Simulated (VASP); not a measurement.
## RbCaH3: single point with LDA

The system is RbCaH3.

```
CELL_PARAMETERS angstrom
4.40481 0.00000 0.00000
0.00000 4.40481 0.00000
0.00000 0.00000 4.84529
ATOMIC_POSITIONS crystal
Rb 0.00000 0.00000 0.00000
Ca 0.50000 0.50000 0.50000
H 0.00000 0.50000 0.50000
H 0.50000 0.00000 0.50000
H 0.50000 0.50000 0.00000
```

This cell differs from its parent crystal: ratio of the length along z to the lengths across it x 1.1, volume and fractional coordinates fixed.

| Item | Value |
| --- | --- |
| Program | VASP 6.6.1 |
| Task | single point |
| Functional | LDA |
| Potentials or basis | VASP PAW LDA potentials, release 64 (Rb_sv, Ca_sv, H) |
| Cutoff | 520 eV |
| k mesh | 6 × 6 × 6 |
| Occupations | gaussian, width 0.05 eV |
| Spin | no spin polarisation |
| Dipole correction | no |
| Further INCAR settings | ALGO = Normal; EDIFF = 1e-06; NBANDS = 19 |

```yaml
Pressure: -2.1 GPa
Band_gap_on_the_k_mesh: 2.85 eV (least direct gap 2.86 eV)
```

Stress tensor (GPa, compression positive):
```
-0.98  0.00  0.00
 0.00 -0.98  0.00
 0.00  0.00 -4.36
```

Levels at points of the mesh, in eV from the valence-band top:
| k point | band 9 | band 10 | band 11 | band 12 | band 13 | band 14 |
| --- | --- | --- | --- | --- | --- | --- |
| (0.00, 0.00, 0.00) | -2.89 | -0.48 | -0.45 | 5.74 | 5.74 | 6.08 |
| (0.50, 0.00, 0.00) | -1.50 | -0.72 | -0.13 | 5.08 | 5.43 | 5.49 |
| (0.50, 0.50, 0.00) | -1.04 | 0.00 | 0.00 | 2.86 | 4.43 | 4.43 |
| (0.00, 0.00, 0.50) | -1.83 | -0.93 | -0.29 | 5.54 | 5.55 | 5.55 |
| (0.50, 0.00, 0.50) | -1.33 | -0.12 | -0.04 | 2.85 | 4.93 | 4.98 |
| (0.50, 0.50, 0.50) | -0.33 | -0.21 | -0.21 | 3.95 | 4.24 | 4.24 |

Run time: 110 s on 1 thread of Intel Xeon 8259CL (shared host), peak memory 0.22 GiB.

 A k mesh can miss the band edges.
